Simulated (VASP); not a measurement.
The system is AlGa3As4.

```
Al Ga As
1.0
     3.89199    0.00000    0.00000
     0.00000    3.89199    0.00000
     0.00000    0.00000   11.00822
Al Ga As
1 3 4
Direct
  0.00000 0.00000 0.50000
  0.00000 0.00000 0.00000
  0.50000 0.50000 0.25000
  0.50000 0.50000 0.75000
  0.50000 0.00000 0.37500
  0.00000 0.50000 0.62500
  0.50000 0.00000 0.87500
  0.00000 0.50000 0.12500
```

| Item | Value |
| --- | --- |
| Program | VASP 6.6.1 |
| Task | relaxation of cell and atoms |
| Functional | PBE |
| Potentials or basis | VASP PAW PBE potentials, release 64 (Al, Ga_d, As_d) |
| Cutoff | 510 eV |
| k mesh | 4 × 4 × 2 |
| Occupations | gaussian, width 0.1 eV |
| Spin | no spin polarisation |

At the start: pressure 10.7 GPa; volume 20.84 Å³/atom.

Problem. How do energy, volume and symmetry change on relaxing?

Solution. Over 5 steps the energy falls by 85.3 meV/atom and the volume is 23.67 Å³/atom (+13.5 %); space group P-4m2 (No. 115, to 0.1 Å) before and after.

The path:
| step | energy change (eV) | largest force (eV/Å) | pressure (GPa) | volume (Å³) |
| --- | --- | --- | --- | --- |
| 1 | 0.0000 | 0.1299 | 10.74 | 166.75 |
| 2 | -0.5183 | 0.0578 | -3.53 | 202.78 |
| 3 | -0.6787 | 0.0769 | -0.02 | 189.41 |
| 4 | -0.6812 | 0.0431 | 0.00 | 189.38 |
| 5 | -0.6827 | 0.0395 | 0.01 | 189.33 |

Final structure:
```
CELL_PARAMETERS angstrom
4.08314 0.00000 0.00000
0.00000 4.08314 0.00000
0.00000 0.00000 11.35585
ATOMIC_POSITIONS crystal
Al 0.00000 0.00000 0.50000
Ga 0.00000 0.00000 0.00000
Ga 0.50000 0.50000 0.24992
Ga 0.50000 0.50000 0.75008
As 0.50000 0.00000 0.37616
As 0.00000 0.50000 0.62384
As 0.50000 0.00000 0.87511
As 0.00000 0.50000 0.12489
```
